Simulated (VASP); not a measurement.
# Tl2SnH4 (P-6m2) in VASP: notebook

The runs below take Tl2SnH4 through relaxation of cell and atoms, single point, with PBE.

Everything below comes from runs of VASP 6.6.1. Logs are shortened: lines on timing, memory, paths and dates and some standing lists are left out, and cuts for length are marked.

## (1) The cell of the first run

Symmetry: P-6m2, No. 187, hexagonal system. Conventional cell: a = 5.831 Å, b = 5.831 Å, c = 6.675 Å, α = 90.00°, β = 90.00°, γ = 120.00°. Within 1.5 Å of Tl (site symmetry 3m) lie 2 H at 1.09 to 1.13 Å. Sn (site symmetry -6m2) has 9 H at 3.37 to 4.03 Å and 6 Tl at 3.54 Å within 4.4 Å. H (site symmetry 3m) has 1 H at 1.12 Å and 1 Tl at 1.13 Å within 1.5 Å. Within 1.5 Å of H (site symmetry -6m2) lie 2 H at 1.12 Å. H (site symmetry -6m2) has 2 Tl at 1.09 Å within 1.5 Å.

The cell was built from a structure type or drawn by symmetry, and may not be a known phase.

## (2) Relaxation of cell and atoms, PBE

INCAR

```
SYSTEM = Tl2SnH4
PREC = Accurate
ENCUT = 600
EDIFF = 1E-6
ISMEAR = 0
SIGMA = 0.1
LREAL = .FALSE.
LASPH = .TRUE.
NELM = 100
ALGO = Normal
ISIF = 3
LWAVE = .FALSE.
LCHARG = .FALSE.
GGA = PE
IBRION = 2
NSW = 90
EDIFFG = -0.04
```

KPOINTS

```
Automatic mesh
0
G
  3 3 4
  0 0 0
```

POSCAR

```
Tl2SnH4
1.0
    5.8313723500      0.0000000000      0.0000000000
   -2.9156861800      5.0501166000      0.0000000000
    0.0000000000      0.0000000000      6.6749447300
Tl Sn H
2 1 4
Direct
    0.0000000000      0.0000000000      0.8360020400
    0.0000000000      0.0000000000      0.1639979600
    0.3333333300      0.6666666700      0.0000000000
    0.0000000000      0.0000000000      0.3327767300
    0.0000000000      0.0000000000      0.6672232700
    0.0000000000      0.0000000000      0.5000000000
    0.0000000000      0.0000000000      0.0000000000
```

Potentials or basis: VASP PAW PBE potentials, release 64 (Tl_d, Sn_d, H).

Started as:

```sh
cat potpaw_PBE.64/Tl_d/POTCAR potpaw_PBE.64/Sn_d/POTCAR potpaw_PBE.64/H/POTCAR > POTCAR
mpirun -np 1 vasp_std > vasp.out
```

OUTCAR:

```text
SYSTEM = Tl2SnH4
   PREC = Accurate
   ENCUT = 600
   EDIFF = 1E-6
   ISMEAR = 0
   LREAL = .FALSE.
   LASPH = .TRUE.
   NELM = 100
   ISIF = 3
   GGA = PE
   IBRION = 2
   NSW = 90
   EDIFFG = -0.04

 ion  position               nearest neighbor table
   1  0.000  0.000  0.836-   7 1.09   5 1.13   2 2.19   6 2.24   3 3.54   3 3.54   3 3.54
   2  0.000  0.000  0.164-   7 1.09   4 1.13   1 2.19   6 2.24   3 3.54   3 3.54   3 3.54
   3  0.333  0.667  0.000-   1 3.54   2 3.54   1 3.54   2 3.54   1 3.54   2 3.54
   4  0.000  0.000  0.333-   2 1.13
   5  0.000  0.000  0.667-   1 1.13
   6  0.000  0.000  0.500-   1 2.24   2 2.24
   7  0.000  0.000  0.000-   1 1.09   2 1.09

 -----------------------------------------------------------------------------
|                                                                             |
|           W    W    AA    RRRRR   N    N  II  N    N   GGGG   !!!           |
|           W    W   A  A   R    R  NN   N  II  NN   N  G    G  !!!           |
|           W    W  A    A  R    R  N N  N  II  N N  N  G       !!!           |
|           W WW W  AAAAAA  RRRRR   N  N N  II  N  N N  G  GGG   !            |
|           WW  WW  A    A  R   R   N   NN  II  N   NN  G    G                |
|           W    W  A    A  R    R  N    N  II  N    N   GGGG   !!!           |
|                                                                             |
|     The distance between some ions is very small. Please check the          |
|     nearest-neighbor list in the OUTCAR file.                               |
|     I HOPE YOU KNOW WHAT YOU ARE DOING!                                     |
|                                                                             |
 -----------------------------------------------------------------------------

  LATTYP: Found a hexagonal cell.
 ALAT       =     5.8313723500
 C/A-ratio  =     1.1446610385

  Lattice vectors:

 A1 = (   5.8313723500,   0.0000000000,   0.0000000000)
 A2 = (  -2.9156861800,   5.0501166000,   0.0000000000)
 A3 = (   0.0000000000,   0.0000000000,   6.6749447300)

Analysis of symmetry for initial positions (statically):
=====================================================================
 Subroutine PRICEL returns:
 Original cell was already a primitive cell.

 Routine SETGRP: Setting up the symmetry group for a
 hexagonal supercell.

 Subroutine GETGRP returns: Found 12 space group operations
 (whereof 12 operations were pure point group operations)
 out of a pool of 24 trial point group operations.

The static configuration has the point symmetry D_3h.

Analysis of symmetry for dynamics (positions and initial velocities):
=====================================================================
 Subroutine PRICEL returns:
 Original cell was already a primitive cell.

 Routine SETGRP: Setting up the symmetry group for a
 hexagonal supercell.

 Subroutine GETGRP returns: Found 12 space group operations
 (whereof 12 operations were pure point group operations)
 out of a pool of 24 trial point group operations.

The dynamic configuration has the point symmetry D_3h.

 Subroutine INISYM returns: Found 12 space group operations
 (whereof 12 operations are pure point group operations),
 and found     1 'primitive' translations

----------------------------------------------------------------------------------------

                                     Primitive cell

  volume of cell :     196.5712

  direct lattice vectors                    reciprocal lattice vectors
     5.831372350  0.000000000  0.000000000     0.171486220  0.099007615  0.000000000
    -2.915686180  5.050116600  0.000000000     0.000000000  0.198015230  0.000000000
     0.000000000  0.000000000  6.674944730     0.000000000  0.000000000  0.149813975

  length of vectors
     5.831372350  5.831372358  6.674944730     0.198015230  0.198015230  0.149813975

  position of ions in fractional coordinates (direct lattice)
     0.000000000  0.000000000  0.836002040
     0.000000000  0.000000000  0.163997960
     0.333333330  0.666666670  0.000000000
     0.000000000  0.000000000  0.332776730
     0.000000000  0.000000000  0.667223270
     0.000000000  0.000000000  0.500000000
     0.000000000  0.000000000  0.000000000

  ion indices of the primitive-cell ions
   primitive index   ion index
                 1           1
                 2           2
                 3           3
                 4           4
[... 23 lines left out ...]
     0.000000000  0.000000000  0.000000000

 Subroutine IBZKPT returns following result:
 ===========================================

 Found      9 irreducible k-points:

 Following reciprocal coordinates:
            Coordinates               Weight
  0.000000  0.000000  0.000000      1.000000
  0.333333  0.000000  0.000000      6.000000
  0.333333  0.333333  0.000000      2.000000
  0.000000  0.000000  0.250000      2.000000
  0.333333  0.000000  0.250000     12.000000
  0.333333  0.333333  0.250000      4.000000
  0.000000  0.000000  0.500000      1.000000
  0.333333  0.000000  0.500000      6.000000
  0.333333  0.333333  0.500000      2.000000
   k-points           NKPTS =      9   k-points in BZ     NKDIM =      9   number of bands    NBANDS=     26
   number of dos      NEDOS =    301   number of ions     NIONS =      7
   total plane-waves  NPLWV = 124416
   dimension x,y,z NGX =    48 NGY =   48 NGZ =   54
   dimension x,y,z NGXF=    96 NGYF=   96 NGZF=  108
   ions per type =               2   1   4
   NGX,Y,Z   is equivalent  to a cutoff of  13.68, 13.68, 13.45 a.u.
   NGXF,Y,Z  is equivalent  to a cutoff of  27.37, 27.37, 26.90 a.u.
 SYSTEM =  Tl2SnH4
   PREC   = accura    normal or accurate (medium, high low for compatibility)
   ISTART =      0    job   : 0-new  1-cont  2-samecut
   ICHARG =      2    charge: 1-file 2-atom 10-const
   ISPIN  =      1    spin polarized calculation?
   LNONCOLLINEAR =      F non collinear calculations
   LSORBIT =      F    spin-orbit coupling
   LASPH  =      T    aspherical Exc in radial PAW
   ENCUT  =  600.0 eV  44.10 Ry    6.64 a.u.  11.65 11.65 13.33*2*pi/ulx,y,z
   NELM   =    100;   NELMIN=  2; NELMDL= -5     # of ELM steps
   EDIFF  = 0.1E-05   stopping-criterion for ELM
   LREAL  =      F    real-space projection
   EDIFFG = -.4E-01   stopping-criterion for IOM
   NSW    =     90    number of steps for IOM
   IBRION =      2    ionic relax: 0-MD 1-quasi-New 2-CG
   NFREE  =      1    steps in history (QN), initial steepest desc. (CG)
   ISIF   =      3    stress and relaxation
   ISYM   =      2    0-nonsym 1-usesym 2-fastsym
   POTIM  = 0.5000    time-step for ionic-motion
   TEBEG  =    0.0;   TEEND  =   0.0 temperature during run
   PSTRESS=    0.0 pullay stress
   NELECT =      44.0000    total number of electrons
   NUPDOWN=      -1.0000    fix difference up-down
   EMIN   =  10.00;   EMAX   =-10.00  energy-range for DOS
   EFERMI =   0.00;   METHOD = LEGACY
   ISMEAR =     0;   SIGMA  =   0.10  broadening in eV -4-tet -1-fermi 0-gaus
   EFERMI_NEDOS =   21; number of points for ismear=-14 and -15
   IALGO  =     38    algorithm
   IMIX   =      4    mixing-type and parameters
     AMIX     =   0.40;   BMIX     =  1.00
     AMIX_MAG =   1.60;   BMIX_MAG =  1.00
  volume/ion in A,a.u.               =      28.08       189.50
  Fermi-wavevector in a.u.,A,eV,Ry     =   0.993999  1.878385 13.443008  0.988033
  Thomas-Fermi vector in A             =   2.125919
   LORBIT       =      0    0 simple, 1 ext, 2 COOP (PROOUT), +10 PAW based schemes
   GGA     = PE    functional components
   LHFCALC =     F    Hartree Fock is set to
   AEXX    =    0.0000 exact exchange contribution
   IVDW    =     0    specifies the selected vdW correction
   LEPSILON=     F    determine dielectric tensor
   LRPA    =     F    only Hartree local field effects (RPA)
 conjugate gradient relaxation of ions
 non-spin polarized calculation
 Gauss-broadening in eV      SIGMA  =   0.10
  energy-cutoff  :      600.00
  volume of cell :      196.57
 maximum number of plane-waves:      6585
 NGX is ok and might be reduce to    48
   NGX = 23   NGY = 23   NGZ = 27

--------------------------------------- Ionic step        1  -------------------------------------------

 number of electron      43.9999990 magnetization

 Free energy of the ion-electron system (eV)
  ---------------------------------------------------
  ext. energy  EPLUGINS =         0.00000000
  ---------------------------------------------------
  free energy    TOTEN  =        16.04717210 eV

  energy without entropy =       16.06473894  energy(sigma->0) =       16.05595552

------------------------ aborting loop because EDIFF is reached ----------------------------------------

  FORCE on cell =-STRESS in cart. coord.  units (eV):
  Direction    XX          YY          ZZ          XY          YZ          ZX
  --------------------------------------------------------------------------------------
  -------------------------------------------------------------------------------------
  Total       -3.3361477     -3.3361478    187.6240402      0.0000000      0.0000000      0.0000000
  in kB      -27.1916778    -27.1916779   1529.2525501      0.0000000      0.0000000      0.0000000
  external PRESSURE =     491.6230648 kB  Pullay stress =       0.0000000 kB
[... 104 lines left out ...]
  FREE ENERGIE OF THE ION-ELECTRON SYSTEM (eV)
  ---------------------------------------------------
  free  energy   TOTEN  =       523.7910439750 eV

  energy  without entropy=      523.8489627724  energy(sigma->0) =      523.82000337

 E-fermi :  -0.1707     XC(G=0):  -5.5237

 val. band max:       -0.1953241255   @ k =   0.0000   0.0000   0.5000
 cond. band min:      -0.1531790751   @ k =   0.3333   0.0000   0.0000
 fundamental gap:      0.0421450504
 Fermi energy:        -0.1707195840

 k-point     1 :       0.0000    0.0000    0.0000
  band No.  band energies     occupation
      1     -22.2798      2.00000
      2     -22.2798      2.00000
      3     -22.1537      2.00000
      4     -22.1537      2.00000
      5     -22.0974      2.00000
      6     -12.2411      2.00000
[... 250 lines left out ...]
     25       0.6991      0.00000
     26       1.1365      0.00000

[... ionic steps 4 to 26 ...]

--------------------------------------- Ionic step       27  -------------------------------------------

 number of electron      44.0000084 magnetization

------------------------ aborting loop because EDIFF is reached ----------------------------------------
[... 77 lines left out ...]
--------------------------------------- Ionic step       29  -------------------------------------------

 number of electron      44.0000071 magnetization

 Free energy of the ion-electron system (eV)
  ---------------------------------------------------
  ext. energy  EPLUGINS =         0.00000000
  ---------------------------------------------------
  free energy    TOTEN  =       -18.73178234 eV

  energy without entropy =      -18.70552596  energy(sigma->0) =      -18.71865415

 E-fermi :   3.6585     XC(G=0):  -8.3824

 val. band max:        3.6232709689   @ k =   0.3333   0.0000   0.2500
 cond. band min:       3.7935907806   @ k =   0.3333   0.0000   0.0000
 fundamental gap:      0.1703198118
 Fermi energy:         3.6584509808

 k-point     1 :       0.0000    0.0000    0.0000
  band No.  band energies     occupation
      1     -18.5726      2.00000
      2     -18.5726      2.00000
      3     -18.4505      2.00000
      4     -18.4211      2.00000
      5     -18.4211      2.00000
      6      -8.2231      2.00000
[... 284 lines left out ...]
  FREE ENERGIE OF THE ION-ELECTRON SYSTEM (eV)
  ---------------------------------------------------
  free  energy   TOTEN  =       -18.7317823432 eV

  energy  without entropy=      -18.7055259574  energy(sigma->0) =      -18.71865415

 reached required accuracy - stopping structural energy minimisation
```

Run time: 22 min. Hardware: 1 thread of Intel Xeon Platinum 8375C at 2.90GHz (Ice Lake), shared host; peak memory 0.42 GiB.

Results:

| Quantity | Value |
| --- | --- |
| Free energy | -18.7318 eV |
| Relaxed volume | 19.35 Å³/atom |
| Relaxed cell | a = 3.672 Å, b = 3.672 Å, c = 11.598 Å, α = 90.00°, β = 90.00°, γ = 120.00° |
| Space group after relaxing (to 0.1 Å) | P-6m2 (No. 187) |
| Pressure after relaxing | 0.0 GPa |
| Largest force after relaxing | 0.025 eV/Å |
| Band gap on the k mesh | zero (bands 22 and 23 overlap by 2.17 eV) |

Forces on the atoms (eV/Å):
```
Tl   0.000  0.000 -0.025
Tl   0.000  0.000  0.025
Sn   0.000  0.000  0.000
H    0.000  0.000  0.003
H    0.000  0.000 -0.003
H    0.000  0.000  0.000
H    0.000  0.000  0.000
```

Final structure:
```xyz
7
Lattice="3.6720 0.0000 0.0000 -1.8360 3.1801 0.0000 0.0000 0.0000 11.5982" Properties=species:S:1:pos:R:3 pbc="T T T"
Tl    0.0000    0.0000    8.8454
Tl    0.0000    0.0000    2.7527
Sn    0.0000    2.1200    0.0000
H     0.0000    0.0000    6.7905
H     0.0000    0.0000    4.8077
H     0.0000    0.0000    5.7991
H     0.0000    0.0000    0.0000
```

Levels at points of the mesh, in eV from the Fermi level:
| k point | band 20 | band 21 | band 22 | band 23 | band 24 | band 25 |
| --- | --- | --- | --- | --- | --- | --- |
| (0.00, 0.00, 0.00) | -3.45 | 0.81 | 1.12 | 2.27 | 3.75 | 3.75 |
| (0.00, 0.00, 0.50) | -1.68 | -1.64 | 1.15 | 3.75 | 3.75 | 4.87 |

Caveat: the k points lie up to 0.66 Å⁻¹ apart in the final cell, too coarse for converged energies and pressures of a metal; the volume moved by over 15 % at a fixed basis, so the end points are rough; spin-orbit coupling is left out, which moves the levels of the heavy elements.

## (3) Single point, PBE

This run uses another cell than the first one, of 19.89 Å³/atom.

INCAR

```
PREC = Accurate
ENCUT = 520
EDIFF = 1E-6
ISMEAR = 0
SIGMA = 0.1
LREAL = False
LASPH = True
NELM = 100
ALGO = Normal
ISIF = 2
LWAVE = False
LCHARG = True
GGA = PE
LELF = True
LVHAR = True
NBANDS = 31
```

KPOINTS

```
Automatic mesh
0
Gamma
  12 12 4
```

POSCAR

```
Tl2SnH4
1.0
    3.7008364392      0.0000000000      0.0000000000
   -1.8504182196      3.2050183716      0.0000000000
    0.0000000000      0.0000000000     11.7397476603
Tl Sn H
2 1 4
Direct
    0.0000000000      0.0000000000      0.7629777464
    0.0000000000      0.0000000000      0.2370222536
    0.3333333333      0.6666666667      0.0000000000
    0.0000000000      0.0000000000      0.4166871264
    0.0000000000      0.0000000000      0.5833128736
    0.0000000000      0.0000000000      0.5000000000
    0.0000000000      0.0000000000      0.0000000000
```

Potentials or basis: VASP PAW PBE potentials, release 64 (Tl_d, Sn_d, H).

Started as:

```sh
cat potpaw_PBE.64/Tl_d/POTCAR potpaw_PBE.64/Sn_d/POTCAR potpaw_PBE.64/H/POTCAR > POTCAR
mpirun -np 1 vasp_std > vasp.out
```

It took 3.3 min on 1 thread of Intel Xeon Platinum 8375C at 2.90GHz (Ice Lake), shared host; peak memory 0.39 GiB.

The run converged. Its results:

```yaml
Free_energy: -19.1842 eV
Pressure: -0.1 GPa
Largest_force: 0.006 eV/Å
Band_gap_on_the_k_mesh: zero (bands 22 and 23 overlap by 2.62 eV)
```

Forces on the atoms (eV/Å):
```
Tl   0.000  0.000  0.001
Tl   0.000  0.000 -0.001
Sn   0.000  0.000  0.000
H    0.000  0.000  0.006
H    0.000  0.000 -0.006
H    0.000  0.000  0.000
H    0.000  0.000  0.000
```

Levels at points of the mesh, in eV from the Fermi level:
| k point | band 20 | band 21 | band 22 | band 23 | band 24 | band 25 |
| --- | --- | --- | --- | --- | --- | --- |
| (0.00, 0.00, 0.00) | -3.05 | 1.25 | 1.32 | 2.53 | 4.22 | 4.22 |
| (0.50, 0.00, 0.00) | -3.66 | -1.89 | -1.03 | -0.57 | 1.72 | 2.51 |
| (0.00, 0.00, 0.50) | -1.42 | -1.32 | 1.72 | 4.22 | 4.22 | 4.89 |
| (0.50, 0.00, 0.50) | -4.55 | -1.84 | -0.52 | -0.24 | 1.57 | 1.72 |

Caveat: spin-orbit coupling is left out, which moves the levels of the heavy elements.
